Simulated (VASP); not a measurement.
# B2Pt (P6_3mc) in VASP: a series of runs

The runs below take B2Pt through single point, relaxation of cell and atoms, with PBE+D3(BJ).

Program: VASP 6.6.1. These are calculated values, not measurements. Logs are shortened: lines on timing, memory, paths and dates and some standing lists are left out, and cuts for length are marked.

**1. The cell of the first run**

The structure is hexagonal, space group P6_3mc (No. 186). Conventional cell: a = 3.038 Å, b = 3.038 Å, c = 7.178 Å, α = 90.00°, β = 90.00°, γ = 120.00°. B (site symmetry 3m) has 3 B at 1.80 Å and 4 Pt at 2.11 to 2.29 Å within 2.4 Å. B (site symmetry 3m) has 3 B at 1.80 Å and 6 Pt at 2.46 to 2.56 Å within 2.6 Å. Within 2.8 Å of Pt (site symmetry 3m) lie 10 B at 2.11 to 2.56 Å.

**2. Single point, PBE+D3(BJ)**

INCAR

```
SYSTEM = B2Pt
ALGO = Normal
EDIFF = 1E-7
ENCUT = 520
GGA = PE
ISIF = 2
ISMEAR = 0
IVDW = 12
LASPH = .TRUE.
LCHARG = .TRUE.
LELF = .TRUE.
LREAL = .FALSE.
LVHAR = .TRUE.
LWAVE = .FALSE.
NBANDS = 25
NELM = 80
PREC = Accurate
SIGMA = 0.1
```

KPOINTS

```
k-points
0
G
  6 6 4
  0 0 0
```

POSCAR

```
B2Pt
1.0
    3.0381734070      0.0000000000      0.0000000000
   -1.5190867035      2.6311353516      0.0000000000
    0.0000000000      0.0000000000      7.1776568827
B Pt
4 2
Direct
    0.3333333333      0.6666666667      0.8906858828
    0.0000000000      0.0000000000      0.3363883437
    0.0000000000      0.0000000000      0.8363883437
    0.6666666667      0.3333333333      0.3906858828
    0.6666666667      0.3333333333      0.0964388435
    0.3333333333      0.6666666667      0.5964388435
```

Potentials or basis: VASP PAW PBE potentials, release 64 (B, Pt).

Launch:

```bash
> cat potpaw_PBE.64/B/POTCAR potpaw_PBE.64/Pt/POTCAR > POTCAR
> mpirun -np 1 vasp_std > vasp.out
```

OUTCAR:

```text
SYSTEM = B2Pt
   EDIFF = 1E-7
   ENCUT = 520
   GGA = PE
   ISIF = 2
   ISMEAR = 0
   IVDW = 12
   LASPH = .TRUE.
   LREAL = .FALSE.
   NELM = 80
   PREC = Accurate
 IVDW          = 12

 ion  position               nearest neighbor table
   1  0.333  0.667  0.891-   3 1.80   3 1.80   3 1.80   6 2.11   5 2.29   5 2.29   5 2.29
   2  0.000  0.000  0.336-   4 1.80   4 1.80   4 1.80   5 2.46   5 2.46   5 2.46   6 2.56   6 2.56
                             6 2.56
   3  0.000  0.000  0.836-   1 1.80   1 1.80   1 1.80   6 2.46   6 2.46   6 2.46   5 2.56   5 2.56
                             5 2.56
   4  0.667  0.333  0.391-   2 1.80   2 1.80   2 1.80   5 2.11   6 2.29   6 2.29   6 2.29
   5  0.667  0.333  0.096-   4 2.11   1 2.29   1 2.29   1 2.29   2 2.46   2 2.46   2 2.46   3 2.56
                             3 2.56   3 2.56
   6  0.333  0.667  0.596-   1 2.11   4 2.29   4 2.29   4 2.29   3 2.46   3 2.46   3 2.46   2 2.56
                             2 2.56   2 2.56

  LATTYP: Found a hexagonal cell.
 ALAT       =     3.0381734070
 C/A-ratio  =     2.3624908526

  Lattice vectors:

 A1 = (   3.0381734070,   0.0000000000,   0.0000000000)
 A2 = (  -1.5190867035,   2.6311353516,   0.0000000000)
 A3 = (   0.0000000000,   0.0000000000,   7.1776568827)

Analysis of symmetry for initial positions (statically):
=====================================================================
 Subroutine PRICEL returns:
 Original cell was already a primitive cell.

 Routine SETGRP: Setting up the symmetry group for a
 hexagonal supercell.

 Subroutine GETGRP returns: Found 12 space group operations
 (whereof  6 operations were pure point group operations)
 out of a pool of 24 trial point group operations.

The static configuration has the point symmetry C_3v.
 The point group associated with its full space group is C_6v.

Analysis of symmetry for dynamics (positions and initial velocities):
=====================================================================
 Subroutine PRICEL returns:
 Original cell was already a primitive cell.

 Routine SETGRP: Setting up the symmetry group for a
 hexagonal supercell.

 Subroutine GETGRP returns: Found 12 space group operations
 (whereof  6 operations were pure point group operations)
 out of a pool of 24 trial point group operations.

The dynamic configuration has the point symmetry C_3v.
 The point group associated with its full space group is C_6v.

 Subroutine INISYM returns: Found 12 space group operations
 (whereof  6 operations are pure point group operations),
 and found     1 'primitive' translations

----------------------------------------------------------------------------------------

                                     Primitive cell

  volume of cell :      57.3771

  direct lattice vectors                    reciprocal lattice vectors
     3.038173407  0.000000000  0.000000000     0.329145136  0.190032033  0.000000000
    -1.519086703  2.631135352  0.000000000     0.000000000  0.380064066  0.000000000
     0.000000000  0.000000000  7.177656883     0.000000000  0.000000000  0.139321232

  length of vectors
     3.038173407  3.038173407  7.177656883     0.380064066  0.380064066  0.139321232

  position of ions in fractional coordinates (direct lattice)
     0.333333333  0.666666667  0.890685883
     0.000000000  0.000000000  0.336388344
     0.000000000  0.000000000  0.836388344
     0.666666667  0.333333333  0.390685883
     0.666666667  0.333333333  0.096438844
     0.333333333  0.666666667  0.596438844

  ion indices of the primitive-cell ions
   primitive index   ion index
                 1           1
                 2           2
                 3           3
                 4           4
                 5           5
                 6           6

----------------------------------------------------------------------------------------

 KPOINTS: k-points

Automatic generation of k-mesh.
 Grid dimensions read from file:
 generate k-points for:    6    6    4

 Generating k-lattice:

  Cartesian coordinates                     Fractional coordinates (reciprocal lattice)
     0.054857523  0.031672006  0.000000000     0.166666667 -0.000000000  0.000000000
     0.000000000  0.063344011  0.000000000     0.000000000  0.166666667  0.000000000
     0.000000000  0.000000000  0.034830308     0.000000000  0.000000000  0.250000000

  Length of vectors
     0.063344011  0.063344011  0.034830308

  Shift w.r.t. Gamma in fractional coordinates (k-lattice)
     0.000000000  0.000000000  0.000000000

 Subroutine IBZKPT returns following result:
 ===========================================

 Found     21 irreducible k-points:

 Following reciprocal coordinates:
            Coordinates               Weight
  0.000000  0.000000  0.000000      1.000000
  0.166667  0.000000  0.000000      6.000000
  0.333333 -0.000000  0.000000      6.000000
  0.500000  0.000000  0.000000      3.000000
  0.166667  0.166667  0.000000      6.000000
  0.333333  0.166667  0.000000     12.000000
[... 13 lines left out ...]
  0.333333  0.166667  0.500000     12.000000
  0.333333  0.333333  0.500000      2.000000
   k-points           NKPTS =     21   k-points in BZ     NKDIM =     21   number of bands    NBANDS=     25
   number of dos      NEDOS =    301   number of ions     NIONS =      6
   total plane-waves  NPLWV =  31104
   dimension x,y,z NGX =    24 NGY =   24 NGZ =   54
   dimension x,y,z NGXF=    48 NGYF=   48 NGZF=  108
   ions per type =               4   2
   NGX,Y,Z   is equivalent  to a cutoff of  13.13, 13.13, 12.51 a.u.
   NGXF,Y,Z  is equivalent  to a cutoff of  26.27, 26.27, 25.01 a.u.
 SYSTEM =  B2Pt
   PREC   = accura    normal or accurate (medium, high low for compatibility)
   ISTART =      0    job   : 0-new  1-cont  2-samecut
   ICHARG =      2    charge: 1-file 2-atom 10-const
   ISPIN  =      1    spin polarized calculation?
   LNONCOLLINEAR =      F non collinear calculations
   LSORBIT =      F    spin-orbit coupling
   LASPH  =      T    aspherical Exc in radial PAW
   ENCUT  =  520.0 eV  38.22 Ry    6.18 a.u.   5.65  5.65 13.35*2*pi/ulx,y,z
   NELM   =     80;   NELMIN=  2; NELMDL= -5     # of ELM steps
   EDIFF  = 0.1E-06   stopping-criterion for ELM
   LREAL  =      F    real-space projection
   EDIFFG = 0.1E-05   stopping-criterion for IOM
   NSW    =      0    number of steps for IOM
   IBRION =     -1    ionic relax: 0-MD 1-quasi-New 2-CG
   NFREE  =      0    steps in history (QN), initial steepest desc. (CG)
   ISIF   =      2    stress and relaxation
   ISYM   =      2    0-nonsym 1-usesym 2-fastsym
   POTIM  = 0.5000    time-step for ionic-motion
   TEBEG  =    0.0;   TEEND  =   0.0 temperature during run
   PSTRESS=    0.0 pullay stress
   NELECT =      32.0000    total number of electrons
   NUPDOWN=      -1.0000    fix difference up-down
   EMIN   =  10.00;   EMAX   =-10.00  energy-range for DOS
   EFERMI =   0.00;   METHOD = LEGACY
   ISMEAR =     0;   SIGMA  =   0.10  broadening in eV -4-tet -1-fermi 0-gaus
   EFERMI_NEDOS =   21; number of points for ismear=-14 and -15
   IALGO  =     38    algorithm
   IMIX   =      4    mixing-type and parameters
     AMIX     =   0.40;   BMIX     =  1.00
     AMIX_MAG =   1.60;   BMIX_MAG =  1.00
  volume/ion in A,a.u.               =       9.56        64.53
  Fermi-wavevector in a.u.,A,eV,Ry     =   1.347551  2.546503 24.706749  1.815895
  Thomas-Fermi vector in A             =   2.475293
   LORBIT       =      0    0 simple, 1 ext, 2 COOP (PROOUT), +10 PAW based schemes
   GGA     = PE    functional components
   LHFCALC =     F    Hartree Fock is set to
   AEXX    =    0.0000 exact exchange contribution
   IVDW    =    12    specifies the selected vdW correction
   LEPSILON=     F    determine dielectric tensor
   LRPA    =     F    only Hartree local field effects (RPA)
 non-spin polarized calculation
 Gauss-broadening in eV      SIGMA  =   0.10
  energy-cutoff  :      520.00
  volume of cell :       57.38
 maximum number of plane-waves:      1587
 NGX is ok and might be reduce to    24
   NGX = 11   NGY = 11   NGZ = 27

 number of electron      31.9999999 magnetization

 Free energy of the ion-electron system (eV)
  ---------------------------------------------------
  ext. energy  EPLUGINS =         0.00000000
  ---------------------------------------------------
  free energy    TOTEN  =       -37.21706728 eV

  energy without entropy =      -37.20189407  energy(sigma->0) =      -37.20948068

 E-fermi :   9.8768     XC(G=0): -12.8373

 val. band max:        9.8568849701   @ k =   0.3333  -0.0000   0.5000
 cond. band min:       9.9337825116   @ k =   0.1667   0.0000   0.5000
 fundamental gap:      0.0768975415
 Fermi energy:         9.8768300193

 k-point     1 :       0.0000    0.0000    0.0000
  band No.  band energies     occupation
      1      -4.5356      2.00000
      2      -2.5852      2.00000
      3       0.0553      2.00000
      4       2.8429      2.00000
      5       4.8575      2.00000
      6       4.8575      2.00000
[... 17 lines left out ...]
     24      16.9352      0.00000
     25      17.7489      0.00000

 k-point     2 :       0.1667    0.0000    0.0000
  band No.  band energies     occupation
      1      -4.0038      2.00000
      2      -2.2754      2.00000
      3       0.7702      2.00000
      4       3.1964      2.00000
      5       3.7951      2.00000
      6       4.4701      2.00000
[... 17 lines left out ...]
     24      18.3112      0.00000
     25      18.3996      0.00000

 k-point     3 :       0.3333   -0.0000    0.0000
  band No.  band energies     occupation
      1      -2.5184      2.00000
      2      -1.4036      2.00000
      3       1.7570      2.00000
      4       2.1106      2.00000
      5       3.1914      2.00000
      6       3.6559      2.00000
[... 17 lines left out ...]
     24      18.9974      0.00000
     25      19.6709      0.00000

 k-point     4 :       0.5000    0.0000    0.0000
  band No.  band energies     occupation
      1      -0.7962      2.00000
      2      -0.2079      2.00000
      3      -0.0483      2.00000
      4       0.7216      2.00000
      5       3.4584      2.00000
      6       3.6619      2.00000
[... 17 lines left out ...]
     24      17.8188      0.00000
     25      18.1981      0.00000

 k-point     5 :       0.1667    0.1667    0.0000
  band No.  band energies     occupation
      1      -2.9910      2.00000
      2      -1.6809      2.00000
      3       2.0276      2.00000
      4       2.7223      2.00000
      5       3.2752      2.00000
      6       3.5121      2.00000
[... 17 lines left out ...]
     24      18.3291      0.00000
     25      18.8487      0.00000

 k-point     6 :       0.3333    0.1667    0.0000
  band No.  band energies     occupation
      1      -1.1738      2.00000
      2      -0.6048      2.00000
      3       1.2471      2.00000
      4       1.3639      2.00000
      5       2.9086      2.00000
      6       3.4559      2.00000
[... 17 lines left out ...]
     24      18.0073      0.00000
     25      19.1839      0.00000
[... 309 lines left out ...]
 k-point    18 :       0.5000    0.0000    0.5000
  band No.  band energies     occupation
      1      -0.7725      2.00000
      2      -0.7725      2.00000
      3       0.8537      2.00000
      4       0.8537      2.00000
      5       3.0571      2.00000
      6       3.0571      2.00000
[... 17 lines left out ...]
     24      17.5910      0.00000
     25      20.4554      0.00000

 k-point    19 :       0.1667    0.1667    0.5000
  band No.  band energies     occupation
      1      -2.4512      2.00000
      2      -2.4512      2.00000
      3       2.6932      2.00000
      4       2.6932      2.00000
      5       3.3404      2.00000
      6       3.3404      2.00000
[... 17 lines left out ...]
     24      17.8676      0.00000
     25      19.2101      0.00000

 k-point    20 :       0.3333    0.1667    0.5000
  band No.  band energies     occupation
      1      -0.9549      2.00000
      2      -0.9549      2.00000
      3       1.4874      2.00000
      4       1.4874      2.00000
      5       3.0692      2.00000
      6       3.0692      2.00000
[... 17 lines left out ...]
     24      17.8095      0.00000
     25      19.6908      0.00000

 k-point    21 :       0.3333    0.3333    0.5000
  band No.  band energies     occupation
      1       0.2861      2.00000
      2       0.2861      2.00000
      3       0.6698      2.00000
      4       0.6698      2.00000
      5       2.6249      2.00000
      6       2.6249      2.00000
[... 17 lines left out ...]
     24      20.0533      0.00000
     25      20.1902      0.00000

------------------------ aborting loop because EDIFF is reached ----------------------------------------

 Edisp (eV)   -2.42482

 E8    (eV) :    -0.9867

  FORCE on cell =-STRESS in cart. coord.  units (eV):
  Direction    XX          YY          ZZ          XY          YZ          ZX
  --------------------------------------------------------------------------------------
  -------------------------------------------------------------------------------------
  Total      -0.06742    -0.06742    -0.02331    -0.00000     0.00000     0.00000
  in kB      -1.88257    -1.88257    -0.65083    -0.00000     0.00000     0.00000
  external pressure =       -1.47 kB  Pullay stress =        0.00 kB

 VOLUME and BASIS-vectors are now :
 -----------------------------------------------------------------------------
  energy-cutoff  :      520.00
  volume of cell :       57.38
      direct lattice vectors                 reciprocal lattice vectors
     3.038173407  0.000000000  0.000000000     0.329145136  0.190032033  0.000000000
    -1.519086703  2.631135352  0.000000000     0.000000000  0.380064066  0.000000000
     0.000000000  0.000000000  7.177656883     0.000000000  0.000000000  0.139321232

 POSITION                                       TOTAL-FORCE (eV/Angst)
 -----------------------------------------------------------------------------------
     -0.00000      1.75409      6.39304         0.000000     -0.000000      0.004412
      0.00000      0.00000      2.41448         0.000000     -0.000000      0.009677
      0.00000      0.00000      6.00331        -0.000000      0.000000      0.009677
      1.51909      0.87705      2.80421        -0.000000      0.000000      0.004412
      1.51909      0.87705      0.69220        -0.000000      0.000000     -0.014089
     -0.00000      1.75409      4.28103         0.000000     -0.000000     -0.014089
 -----------------------------------------------------------------------------------
    total drift:                               -0.000000     -0.000000     -0.000047

  FREE ENERGIE OF THE ION-ELECTRON SYSTEM (eV)
  ---------------------------------------------------
  free  energy   TOTEN  =       -39.6418858176 eV

  energy  without entropy=      -39.6267126048  energy(sigma->0) =      -39.63429921
```

Wall time 40 s (1 thread of Intel Xeon 8259CL, shared host); peak memory 0.21 GiB.

What came out:

| Item | Value |
| --- | --- |
| Free energy | -39.6419 eV |
| Pressure | -0.1 GPa |
| Largest force | 0.014 eV/Å |
| Band gap on the k mesh | zero (bands 16 and 17 overlap by 0.91 eV) |
| Dispersion energy per atom | -0.404 eV |

Forces on the atoms (eV/Å):
```
B    0.000  0.000  0.004
B    0.000  0.000  0.010
B    0.000  0.000  0.010
B    0.000  0.000  0.004
Pt   0.000  0.000 -0.014
Pt   0.000  0.000 -0.014
```

Stress tensor (GPa, compression positive):
```
-0.19  0.00  0.00
 0.00 -0.19  0.00
 0.00  0.00 -0.07
```

Levels at points of the mesh, in eV from the Fermi level:
| k point | band 12 | band 13 | band 14 | band 15 | band 16 | band 17 | band 18 | band 19 | band 20 | band 21 |
| --- | --- | --- | --- | --- | --- | --- | --- | --- | --- | --- |
| (0.00, 0.00, 0.00) | -3.59 | -3.58 | -3.58 | 0.14 | 0.14 | 1.39 | 1.39 | 3.45 | 5.34 | 6.58 |
| (0.50, 0.00, 0.00) | -2.95 | -2.10 | -1.69 | -1.66 | -0.55 | 0.31 | 1.53 | 3.90 | 4.44 | 5.10 |
| (0.00, 0.00, 0.50) | -3.50 | -3.50 | -3.50 | 0.61 | 0.61 | 0.61 | 0.61 | 4.67 | 4.67 | 7.08 |
| (0.50, 0.00, 0.50) | -2.11 | -1.68 | -1.68 | -0.47 | -0.47 | -0.30 | -0.30 | 3.06 | 3.06 | 6.04 |

Caveat: the k points lie up to 0.40 Å⁻¹ apart, too coarse for converged energies and pressures of a metal; spin-orbit coupling is left out, which moves the levels of the heavy elements.

(Part 1 of 2 ends here.)
